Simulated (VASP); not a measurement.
# GaP4: relaxation of cell and atoms with PBE

GaP4:

```xyz
5
Lattice="5.7742 0.0000 0.0000 0.0000 5.7742 0.0000 0.0000 0.0000 2.4755" Properties=species:S:1:pos:R:3 pbc="T T T"
Ga    0.0000    0.0000    0.0000
P     4.5921    2.8871    0.0000
P     1.1822    2.8871    0.0000
P     2.8871    4.5921    0.0000
P     2.8871    1.1822    0.0000
```

* Program: VASP 6.6.1
* Task: relaxation of cell and atoms
* Functional: PBE
* Potentials or basis: VASP PAW PBE potentials, release 64 (Ga_d, P)
* Cutoff: 600 eV
* k mesh: 8 × 8 × 16
* Occupations: gaussian, width 0.1 eV
* Spin: no spin polarisation
* Dipole correction: no
* Further INCAR settings: ALGO = Normal; EDIFF = 1e-06; IBRION = 2; EDIFFG = -0.01; NSW = 100; ISIF = 3

```json
{
 "Relaxed volume": "16.51 Å³/atom",
 "Relaxed cell": "a = 5.777 Å, b = 5.777 Å, c = 2.474 Å, α = 90.00°, β = 90.00°, γ = 90.00°",
 "Space group after relaxing (to 0.05 Å)": "P4/mmm (No. 123)",
 "Energy gained by relaxing": "0.0 meV/atom",
 "Ionic steps": "2",
 "Pressure after relaxing": "0.0 GPa",
 "Largest force after relaxing": "0.005 eV/Å"
}
```

Forces on the atoms (eV/Å):
```
Ga   0.000  0.000  0.000
P    0.005  0.000  0.000
P   -0.005  0.000  0.000
P    0.000  0.005  0.000
P    0.000 -0.005  0.000
```

Final structure:
```yaml
crystal:
  lattice:
    - [5.77726, 0.00000, 0.00000]
    - [0.00000, 5.77726, 0.00000]
    - [0.00000, 0.00000, 2.47399]
  atoms:
    - { symbol: Ga, position: [0.00000, 0.00000, 0.00000] }
    - { symbol: P, position: [0.79536, 0.50000, 0.00000] }
    - { symbol: P, position: [0.20464, 0.50000, 0.00000] }
    - { symbol: P, position: [0.50000, 0.79536, 0.00000] }
    - { symbol: P, position: [0.50000, 0.20464, 0.00000] }
```

Levels at points of the mesh, in eV from the Fermi level:
```csv
k point,band 15,band 16,band 17,band 18,band 19,band 20
"(0.00, 0.00, 0.00)",0.17,0.61,0.61,3.70,4.46,4.95
"(0.50, 0.00, 0.00)",-0.75,-0.24,0.31,2.27,2.76,3.57
"(0.50, 0.50, 0.00)",-1.37,-1.37,-1.31,3.14,3.14,6.06
"(0.00, 0.00, 0.50)",-2.47,-1.54,-0.74,-0.35,-0.35,1.95
"(0.50, 0.00, 0.50)",-3.34,-1.74,-1.53,-0.95,2.45,2.45
"(0.50, 0.50, 0.50)",-2.92,-2.57,-2.18,0.69,1.02,2.00
```

Wall time 88 s on 1 thread of Intel(R) Xeon(R) 6975P-C (Granite Rapids) (shared host), peak memory 0.38 GiB.
